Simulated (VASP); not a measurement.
Wanted: the native input for a VASP 6.6.1 run.

- Task: single point
- Functional: PBE
- Potentials or basis: VASP PAW PBE potentials, release 64 (Tb_3, S), 4f in core
- Cutoff: 500 eV
- k mesh: 4 × 4 × 4
- Occupations: gaussian, width 0.1 eV
- Spin: no spin polarisation
- Dipole correction: no
- Mended: yes
- Further INCAR settings: ALGO = Normal; EDIFF = 1e-06; NBANDS = 29

The structure of Tb4S lies in POSCAR:

```
Tb4S
1.0
   -3.2979452861      3.2979452861      3.2979452861
    3.2979452861     -3.2979452861      3.2979452861
    3.2979452861      3.2979452861     -3.2979452861
Tb S
4 1
Direct
    0.0000000000      0.0000000000      0.4999010159
    0.4999010159      0.0000000000      0.0000000000
    0.0000000000      0.4999010159      0.0000000000
    0.5000989841      0.5000989841      0.5000989841
    0.0000000000      0.0000000000      0.0000000000
```

The cell was built from a structure type or drawn by symmetry, and may not be a known phase.

These files were run (other wordings do the same):

INCAR

```
PREC     = Accurate       # precision mode
ENCUT    = 500            # plane-wave cutoff, eV
EDIFF    = 1E-6           # SCF threshold, eV
ISMEAR   = 0              # smearing method
SIGMA    = 0.1            # smearing width, eV
LREAL    = F              # projectors in reciprocal space
LASPH    = T              # aspherical terms in the spheres
NELM     = 200            # most SCF steps
ALGO     = Normal         # electronic algorithm
ISIF     = 2              # what is computed and relaxed
LWAVE    = F              # write WAVECAR
LCHARG   = F              # write CHGCAR
GGA      = PE             # functional
NBANDS   = 29             # bands
GGA_COMPAT= F            
LMAXMIX  = 6              # l up to which the mixer works
```

KPOINTS

```
Automatic mesh
0
Gamma
  4 4 4
```

Potentials or basis: VASP PAW PBE potentials, release 64 (Tb_3, S), 4f in core.

Launch:

```sh
$ cat potpaw_PBE.64/Tb_3/POTCAR potpaw_PBE.64/S/POTCAR > POTCAR
$ mpirun -np 1 vasp_std > vasp.out
```

It gave:

The pressure is 0.3 GPa and the band gap on the k mesh is zero (bands 21 and 22 overlap by 0.90 eV).

Caveat: spin-orbit coupling is left out, which moves the levels of the heavy elements; the 4f electrons are frozen in the core, so they carry no moment and show no levels; the run has no spin polarisation, though such a crystal can be magnetic.

It took 60 s on 1 thread of Intel(R) Xeon(R) Platinum 8375C CPU @ 2.90GHz (Ice Lake), with other jobs on the host, peak memory 0.24 GiB.
